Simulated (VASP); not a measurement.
**GaP: single point with r2SCAN**

GaP:

```
CELL_PARAMETERS angstrom
0.00000 2.68129 2.81535
2.68129 0.00000 2.81535
2.68129 2.68129 0.00000
ATOMIC_POSITIONS crystal
Ga 0.00000 0.00000 0.00000
P 0.75000 0.75000 0.75000
```

This cell differs from its parent crystal: ratio of the length along z to the lengths across it x 1.05, volume and fractional coordinates fixed.

| Item | Value |
| --- | --- |
| Program | VASP 6.6.1 |
| Task | single point |
| Functional | r2SCAN |
| Potentials or basis | VASP PAW PBE potentials, release 64 (Ga_d, P) |
| Cutoff | 520 eV |
| k mesh | 10 × 10 × 10 |
| Occupations | gaussian, width 0.05 eV |
| Spin | no spin polarisation |
| Dipole correction | no |
| Further INCAR settings | ALGO = Normal; EDIFF = 1e-06; NBANDS = 16 |

The pressure is 0.0 GPa and the band gap on the k mesh is 1.61 eV (least direct gap 2.22 eV).

Stress tensor (GPa, compression positive):
```
 1.41  0.00  0.00
 0.00  1.41  0.00
 0.00  0.00 -2.97
```

Levels at points of the mesh, in eV from the valence-band top:
```csv
k point,band 5,band 6,band 7,band 8,band 9,band 10,band 11,band 12,band 13,band 14
"(0.00, 0.00, 0.00)",-14.98,-13.12,-0.31,0.00,0.00,2.22,4.06,4.06,4.18,9.30
"(0.50, 0.00, 0.00)",-14.97,-10.96,-6.94,-1.49,-1.05,1.88,4.84,5.15,8.76,11.47
"(0.50, 0.50, 0.00)",-14.97,-10.18,-7.28,-2.66,-2.66,2.06,2.33,11.26,11.26,11.58
"(0.50, 0.00, 0.50)",-14.95,-9.95,-6.94,-3.03,-2.99,1.70,1.84,11.02,11.09,11.98
```

Wall time 7.1 min on 1 thread of Intel Xeon 8259CL (shared host), peak memory 0.21 GiB.

Caveat: the PAW data sets were made with another functional, which shifts forces and pressure a little. A k mesh can miss the band edges.
